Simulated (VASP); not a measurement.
A run of VASP 6.6.1:

Contents of INCAR:

```
SYSTEM = SiC2N4
ALGO = Normal
EDIFF = 1E-6
ENCUT = 1330
GGA = PS
GGA_COMPAT = .FALSE.
ISIF = 2
ISMEAR = 0
LASPH = .TRUE.
LCHARG = .TRUE.
LELF = .TRUE.
LREAL = .FALSE.
LVHAR = .TRUE.
LWAVE = .FALSE.
NBANDS = 45
NELM = 120
PREC = Accurate
SIGMA = 0.02
```

KPOINTS

```
k-points
0
G
  4 4 4
  0 0 0
```

The input POSCAR:

```
SiC2N4
1.0
    6.3908307240      0.0000000000      0.0000000000
    0.0000000000      6.3908307240      0.0000000000
    0.0000000000      0.0000000000      6.3908307240
Si C N
2 4 8
Direct
    0.5000000000      0.5000000000      0.5000000000
    0.0000000000      0.0000000000      0.0000000000
    0.7500000000      0.2500000000      0.2500000000
    0.2500000000      0.2500000000      0.7500000000
    0.7500000000      0.7500000000      0.7500000000
    0.2500000000      0.7500000000      0.2500000000
    0.1440911275      0.8559088725      0.1440911275
    0.6440911275      0.6440911275      0.6440911275
    0.8559088725      0.8559088725      0.8559088725
    0.3559088725      0.6440911275      0.3559088725
    0.3559088725      0.3559088725      0.6440911275
    0.6440911275      0.3559088725      0.3559088725
    0.1440911275      0.1440911275      0.8559088725
    0.8559088725      0.1440911275      0.1440911275
```

Potentials or basis: VASP PAW PBE potentials, release 64 (Si, C_h, N_h).

Run with:

```sh
$ cat potpaw_PBE.64/Si/POTCAR potpaw_PBE.64/C_h/POTCAR potpaw_PBE.64/N_h/POTCAR > POTCAR
$ mpirun -np 1 vasp_std > vasp.out
```

Hardware: 1 thread of AMD EPYC 7R43 64-Core Processor (Zen 3), on a shared host.

Estimate the wall time of this run.

Wall time 14 min on 1 thread of AMD EPYC 7R43 64-Core Processor (Zen 3), with other jobs on the host, peak memory 1.1 GiB. Counts: scf iterations 15, k points 10.
